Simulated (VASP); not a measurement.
Here is a VASP 6.6.1 calculation.

INCAR

```
SYSTEM = Ba
ALGO = Normal ; EDIFF = 1E-6
EDIFFG = -0.01 ; ENCUT = 600
GGA = CA ; IBRION = 2
ISIF = 3 ; ISMEAR = 1
LASPH = .True. ; LCHARG = .False.
LREAL = .False. ; LWAVE = .False.
NELM = 80 ; NSW = 80
PREC = Accurate ; SIGMA = 0.1
```

KPOINTS

```
k-points
0
Gamma
  5 5 5
  0 0 0
```

The input POSCAR:

```
Ba
1.0
   -2.5065000000      2.5065000000      2.5065000000
    2.5065000000     -2.5065000000      2.5065000000
    2.5065000000      2.5065000000     -2.5065000000
Ba
1
Direct
    0.0000000000      0.0000000000      0.0000000000
```

Potentials or basis: VASP PAW LDA potentials, release 64 (Ba_sv).

The run is started by

```bash
$ cat potpaw_LDA.64/Ba_sv/POTCAR > POTCAR
$ mpirun -np 1 vasp_std > vasp.out
```

(1) Predict the space group after relaxing (to 0.05 Å).

(2) What does it give for the relaxed volume?

(3) Predict the band gap on the k mesh.

(4) Estimate the relaxed cell.

## Answers

(1) Im-3m (No. 229).

(2) 53.35 Å³/atom.

(3) zero (band 5 reaches 2.49 eV, above the bottom of band 6 at 1.55 eV).

(4) a = 4.108 Å, b = 4.108 Å, c = 4.108 Å, α = 109.47°, β = 109.47°, γ = 109.47°.

Caveat: the volume moved by over 15 % at a fixed basis, so the end points are rough; spin-orbit coupling is left out, which moves the levels of the heavy elements; the volume moved by -15 % from the deposited cell, more than functionals usually miss.
